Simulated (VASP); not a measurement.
# Cs (P6/mmm) in VASP: single point with PBE

Aim: the single point of Cs with PBE.

Everything below comes from runs of VASP 6.6.1. Logs are shortened: lines on timing, memory, paths and dates and some standing lists are left out, and cuts for length are marked.

## Step 1: The cell of the first run

It takes space group P6/mmm (No. 191, hexagonal). Conventional cell: a = 5.300 Å, b = 5.300 Å, c = 4.982 Å, α = 90.00°, β = 90.00°, γ = 120.00°.

This isn't the form of Cs at room conditions, which is bcc.

## Step 2: Single point, PBE (121.21 Å³/atom)

Contents of POSCAR:

```
Cs
1.0
    5.3002269806      0.0000000000      0.0000000000
   -2.6501134903      4.5901312111      0.0000000000
    0.0000000000      0.0000000000      4.9822133618
Cs
1
Direct
    0.0000000000      0.0000000000      0.0000000000
```

Contents of INCAR.step1:

```
  PREC = Accurate
  ENCUT = 520
  EDIFF = 1E-6
  ISMEAR = -1
  SIGMA = 0.08
  LREAL = F
  LASPH = T
  NELM = 60
  ALGO = Normal
  ISIF = 2
  LWAVE = F
  LCHARG = T
  GGA = PE
  NBANDS = 10
```

Contents of KPOINTS.step1:

```
Automatic mesh
0
Gamma
  8 8 8
```

Contents of INCAR.step2:

```
  PREC = Accurate
  ENCUT = 520
  EDIFF = 1E-6
  ISMEAR = -5
  SIGMA = 0.08
  LREAL = F
  LASPH = T
  NELM = 60
  ALGO = Normal
  ISIF = 2
  LWAVE = F
  LCHARG = F
  GGA = PE
  LORBIT = 11
  NEDOS = 2001
  ICHARG = 11
```

Contents of KPOINTS.step2:

```
Automatic mesh
0
Gamma
  12 12 12
```

Potentials or basis: VASP PAW PBE potentials, release 64 (Cs_sv).

Started as:

```
cat potpaw_PBE.64/Cs_sv/POTCAR > POTCAR
cp INCAR.step1 INCAR
cp KPOINTS.step1 KPOINTS
mpirun -np 1 vasp_std > vasp.out
cp INCAR.step2 INCAR
cp KPOINTS.step2 KPOINTS
mpirun -np 1 vasp_std > vasp.out
```

OUTCAR:

```text
PREC = Accurate
   ENCUT = 520
   EDIFF = 1E-6
   ISMEAR = -5
   LREAL = F
   LASPH = T
   NELM = 60
   ISIF = 2
   GGA = PE
   LORBIT = 11
   ICHARG = 11

 ion  position               nearest neighbor table
   1  0.000  0.000  0.000-

  LATTYP: Found a hexagonal cell.
 ALAT       =     5.3002269806
 C/A-ratio  =     0.9400000000

  Lattice vectors:

 A1 = (   5.3002269806,   0.0000000000,   0.0000000000)
 A2 = (  -2.6501134903,   4.5901312111,   0.0000000000)
 A3 = (   0.0000000000,   0.0000000000,   4.9822133618)

Analysis of symmetry for initial positions (statically):
=====================================================================
 Subroutine PRICEL returns:
 Original cell was already a primitive cell.

 Routine SETGRP: Setting up the symmetry group for a
 hexagonal supercell.

 Subroutine GETGRP returns: Found 24 space group operations
 (whereof 24 operations were pure point group operations)
 out of a pool of 24 trial point group operations.

The static configuration has the point symmetry D_6h.

Analysis of symmetry for dynamics (positions and initial velocities):
=====================================================================
 Subroutine PRICEL returns:
 Original cell was already a primitive cell.

 Routine SETGRP: Setting up the symmetry group for a
 hexagonal supercell.

 Subroutine GETGRP returns: Found 24 space group operations
 (whereof 24 operations were pure point group operations)
 out of a pool of 24 trial point group operations.

The dynamic configuration has the point symmetry D_6h.

 Subroutine INISYM returns: Found 24 space group operations
 (whereof 24 operations are pure point group operations),
 and found     1 'primitive' translations

----------------------------------------------------------------------------------------

                                     Primitive cell

  volume of cell :     121.2110

  direct lattice vectors                    reciprocal lattice vectors
     5.300226981  0.000000000  0.000000000     0.188671165  0.108929348  0.000000000
    -2.650113490  4.590131211  0.000000000     0.000000000  0.217858696  0.000000000
     0.000000000  0.000000000  4.982213362     0.000000000  0.000000000  0.200714005

  length of vectors
     5.300226981  5.300226981  4.982213362     0.217858696  0.217858696  0.200714005

  position of ions in fractional coordinates (direct lattice)
     0.000000000  0.000000000  0.000000000

  ion indices of the primitive-cell ions
   primitive index   ion index
                 1           1

----------------------------------------------------------------------------------------

 KPOINTS: Automatic mesh

Automatic generation of k-mesh.
 Grid dimensions read from file:
 generate k-points for:   12   12   12

 Generating k-lattice:

  Cartesian coordinates                     Fractional coordinates (reciprocal lattice)
     0.015722597  0.009077446  0.000000000     0.083333333  0.000000000  0.000000000
     0.000000000  0.018154891  0.000000000     0.000000000  0.083333333  0.000000000
     0.000000000  0.000000000  0.016726167     0.000000000  0.000000000  0.083333333

  Length of vectors
     0.018154891  0.018154891  0.016726167

  Shift w.r.t. Gamma in fractional coordinates (k-lattice)
     0.000000000  0.000000000  0.000000000

 TETIRR: Found   1758 inequivalent tetrahedra from    10368

 Subroutine IBZKPT returns following result:
 ===========================================

 Found    133 irreducible k-points:

 Following reciprocal coordinates:
            Coordinates               Weight
  0.000000  0.000000  0.000000      1.000000
  0.083333  0.000000  0.000000      6.000000
  0.166667  0.000000  0.000000      6.000000
  0.250000  0.000000  0.000000      6.000000
  0.333333  0.000000  0.000000      6.000000
  0.416667 -0.000000  0.000000      6.000000
[... 16 lines left out ...]
  0.250000  0.000000  0.083333     12.000000
  0.333333  0.000000  0.083333     12.000000
 [... further k-points ...]
   k-points           NKPTS =    133   k-points in BZ     NKDIM =    133   number of bands    NBANDS=      8
   number of dos      NEDOS =   2001   number of ions     NIONS =      1
   total plane-waves  NPLWV =  64000
   dimension x,y,z NGX =    40 NGY =   40 NGZ =   40
   dimension x,y,z NGXF=    80 NGYF=   80 NGZF=   80
   ions per type =               1
   NGX,Y,Z   is equivalent  to a cutoff of  12.55, 12.55, 13.35 a.u.
   NGXF,Y,Z  is equivalent  to a cutoff of  25.09, 25.09, 26.69 a.u.
 SYSTEM =  unknown system
   PREC   = accura    normal or accurate (medium, high low for compatibility)
   ISTART =      0    job   : 0-new  1-cont  2-samecut
   ICHARG =     11    charge: 1-file 2-atom 10-const
   ISPIN  =      1    spin polarized calculation?
   LNONCOLLINEAR =      F non collinear calculations
   LSORBIT =      F    spin-orbit coupling
   LASPH  =      T    aspherical Exc in radial PAW
   ENCUT  =  520.0 eV  38.22 Ry    6.18 a.u.   9.85  9.85  9.26*2*pi/ulx,y,z
   NELM   =     60;   NELMIN=  2; NELMDL=  0     # of ELM steps
   EDIFF  = 0.1E-05   stopping-criterion for ELM
   LREAL  =      F    real-space projection
   EDIFFG = 0.1E-04   stopping-criterion for IOM
   NSW    =      0    number of steps for IOM
   IBRION =     -1    ionic relax: 0-MD 1-quasi-New 2-CG
   NFREE  =      0    steps in history (QN), initial steepest desc. (CG)
   ISIF   =      2    stress and relaxation
   ISYM   =      2    0-nonsym 1-usesym 2-fastsym
   POTIM  = 0.5000    time-step for ionic-motion
   TEBEG  =    0.0;   TEEND  =   0.0 temperature during run
   PSTRESS=    0.0 pullay stress
   NELECT =       9.0000    total number of electrons
   NUPDOWN=      -1.0000    fix difference up-down
   EMIN   =  10.00;   EMAX   =-10.00  energy-range for DOS
   EFERMI =   0.00;   METHOD = LEGACY
   ISMEAR =    -5;   SIGMA  =   0.08  broadening in eV -4-tet -1-fermi 0-gaus
   EFERMI_NEDOS =   21; number of points for ismear=-14 and -15
   IALGO  =     38    algorithm
   IMIX   =      4    mixing-type and parameters
     AMIX     =   0.40;   BMIX     =  1.00
     AMIX_MAG =   1.60;   BMIX_MAG =  1.00
  volume/ion in A,a.u.               =     121.21       817.97
  Fermi-wavevector in a.u.,A,eV,Ry     =   0.688084  1.300291  6.441816  0.473460
  Thomas-Fermi vector in A             =   1.768784
   LORBIT       =     11    0 simple, 1 ext, 2 COOP (PROOUT), +10 PAW based schemes
   GGA     = PE    functional components
   LHFCALC =     F    Hartree Fock is set to
   AEXX    =    0.0000 exact exchange contribution
   IVDW    =     0    specifies the selected vdW correction
   LEPSILON=     F    determine dielectric tensor
   LRPA    =     F    only Hartree local field effects (RPA)
 non-spin polarized calculation
 Fermi weights with tetrahedron method with Bloechl corrections
  energy-cutoff  :      520.00
  volume of cell :      121.21
 maximum number of plane-waves:      3288
 NGX is ok and might be reduce to    40

 number of electron       9.0000001 magnetization

 Free energy of the ion-electron system (eV)
  ---------------------------------------------------
  ext. energy  EPLUGINS =         0.00000000
  ---------------------------------------------------
  free energy    TOTEN  =        -0.79948012 eV

  energy without entropy =       -0.79948012  energy(sigma->0) =       -0.79948012

 E-fermi :   0.3492     XC(G=0):  -5.2698

 val. band max:        0.3515171282   @ k =   0.4167   0.0833   0.0833
 cond. band min:       0.3449704517   @ k =   0.3333   0.0000   0.3333
 fundamental gap:     -0.0065466766
 Fermi energy:         0.3491642172

 k-point     1 :       0.0000    0.0000    0.0000
  band No.  band energies     occupation
      1     -23.6255      2.00000
      2     -10.3634      2.00000
      3     -10.3634      2.00000
      4     -10.3618      2.00000
      5      -1.2842      2.00000
      6       1.7579      0.00000
      7       2.7439      0.00000
      8       2.7439      0.00000

 k-point     2 :       0.0833    0.0000    0.0000
  band No.  band energies     occupation
      1     -23.6251      2.00000
      2     -10.3730      2.00000
      3     -10.3657      2.00000
      4     -10.3608      2.00000
      5      -1.2162      2.00000
      6       1.7879      0.00000
      7       2.5774      0.00000
      8       2.8099      0.00000

 k-point     3 :       0.1667    0.0000    0.0000
  band No.  band energies     occupation
      1     -23.6240      2.00000
      2     -10.3990      2.00000
      3     -10.3717      2.00000
      4     -10.3581      2.00000
      5      -1.0184      2.00000
      6       1.8644      0.00000
      7       2.2236      0.00000
      8       3.0049      0.00000

 k-point     4 :       0.2500    0.0000    0.0000
  band No.  band energies     occupation
      1     -23.6225      2.00000
      2     -10.4338      2.00000
      3     -10.3799      2.00000
      4     -10.3543      2.00000
      5      -0.7099      2.00000
      6       1.8425      0.00000
      7       1.9509      0.00000
      8       3.3186      0.00000

 k-point     5 :       0.3333    0.0000    0.0000
  band No.  band energies     occupation
      1     -23.6209      2.00000
      2     -10.4681      2.00000
      3     -10.3881      2.00000
      4     -10.3506      2.00000
      5      -0.3237      2.00000
      6       1.5050      0.00000
      7       1.9618      0.00000
      8       3.5402      0.00000

 k-point     6 :       0.4167   -0.0000    0.0000
  band No.  band energies     occupation
      1     -23.6198      2.00000
      2     -10.4929      2.00000
      3     -10.3941      2.00000
      4     -10.3479      2.00000
      5       0.0792      2.04574
      6       1.1966      0.00000
      7       1.8955      0.00000
      8       3.3611      0.00000

 k-point     7 :       0.5000    0.0000    0.0000
  band No.  band energies     occupation
      1     -23.6194      2.00000
      2     -10.5019      2.00000
      3     -10.3963      2.00000
      4     -10.3469      2.00000
      5       0.3100      2.04792
      6       1.0124      0.00000
      7       1.8501      0.00000
      8       3.3130      0.00000
[... 133 lines left out ...]
 k-point    20 :       0.0000    0.0000    0.0833
  band No.  band energies     occupation
      1     -23.6250      2.00000
      2     -10.3736      2.00000
      3     -10.3625      2.00000
      4     -10.3625      2.00000
      5      -1.2278      2.00000
      6       1.7702      0.00000
      7       2.7652      0.00000
      8       2.7652      0.00000

 k-point    21 :       0.0833    0.0000    0.0833
  band No.  band energies     occupation
      1     -23.6246      2.00000
      2     -10.3730      2.00000
      3     -10.3716      2.00000
      4     -10.3647      2.00000
      5      -1.1600      2.00000
      6       1.8028      0.00000
      7       2.6002      0.00000
      8       2.8308      0.00000

 k-point    22 :       0.1667    0.0000    0.0833
  band No.  band energies     occupation
      1     -23.6235      2.00000
      2     -10.3979      2.00000
      3     -10.3707      2.00000
      4     -10.3697      2.00000
      5      -0.9633      2.00000
      6       1.8878      0.00000
      7       2.2482      0.00000
      8       3.0236      0.00000

 k-point    23 :       0.2500    0.0000    0.0833
  band No.  band energies     occupation
      1     -23.6220      2.00000
      2     -10.4326      2.00000
      3     -10.3789      2.00000
      4     -10.3658      2.00000
      5      -0.6566      2.00000
      6       1.8600      0.00000
      7       1.9958      0.00000
      8       3.3328      0.00000

 k-point    24 :       0.3333    0.0000    0.0833
  band No.  band energies     occupation
      1     -23.6205      2.00000
      2     -10.4668      2.00000
      3     -10.3871      2.00000
      4     -10.3619      2.00000
      5      -0.2727      2.00000
      6       1.5185      0.00000
      7       2.0190      0.00000
      8       3.3041      0.00000

 [... further k-points ...]

------------------------ aborting loop because EDIFF is reached ----------------------------------------

  FORCE on cell =-STRESS in cart. coord.  units (eV):
  Direction    XX          YY          ZZ          XY          YZ          ZX
  --------------------------------------------------------------------------------------
  -------------------------------------------------------------------------------------
  Total       -0.0014757     -0.0014757      0.0273970     -0.0000000      0.0000000      0.0000000
  in kB       -0.0195057     -0.0195057      0.3621360     -0.0000000      0.0000000      0.0000000
  external PRESSURE =       0.1077082 kB  Pullay stress =       0.0000000 kB

 VOLUME and BASIS-vectors are now :
 -----------------------------------------------------------------------------
  energy-cutoff  :      520.00
  volume of cell :      121.21
      direct lattice vectors                 reciprocal lattice vectors
     5.300226981  0.000000000  0.000000000     0.188671165  0.108929348  0.000000000
    -2.650113490  4.590131211  0.000000000     0.000000000  0.217858696  0.000000000
     0.000000000  0.000000000  4.982213362     0.000000000  0.000000000  0.200714005

 POSITION                                       TOTAL-FORCE (eV/Angst)
 -----------------------------------------------------------------------------------
      0.00000      0.00000      0.00000        -0.000000      0.000000      0.000000
 -----------------------------------------------------------------------------------
    total drift:                               -0.000000      0.000000      0.000000

  FREE ENERGIE OF THE ION-ELECTRON SYSTEM (eV)
  ---------------------------------------------------
  free  energy   TOTEN  =        -0.7994801179 eV

  energy  without entropy=       -0.7994801179  energy(sigma->0) =       -0.79948012

 total charge

# of ion       s       p       d       tot
------------------------------------------
    1        1.855   4.680   0.008   6.544
```

Wall time 43 s (1 thread of Intel Xeon 6975P-C (Granite Rapids), shared host); peak memory 0.3 GiB.

Results:

| Property | Result |
| --- | --- |
| Valence electrons inside the program's atomic spheres | Cs 6.54 |

Levels at points of the mesh, in eV from the Fermi level:
```csv
k point,band 1,band 2,band 3,band 4,band 5,band 6,band 7,band 8
"(0.00, 0.00, 0.00)",-23.97,-10.71,-10.71,-10.71,-1.63,1.41,2.39,2.39
"(0.50, 0.00, 0.00)",-23.97,-10.85,-10.75,-10.70,-0.04,0.66,1.50,2.96
"(0.00, 0.00, 0.50)",-23.97,-10.88,-10.70,-10.70,-0.24,0.41,2.78,2.78
"(0.50, 0.00, 0.50)",-23.96,-10.86,-10.83,-10.73,0.46,1.07,2.26,2.29
```

Caveat: spin-orbit coupling is left out, which moves the levels of the heavy elements.
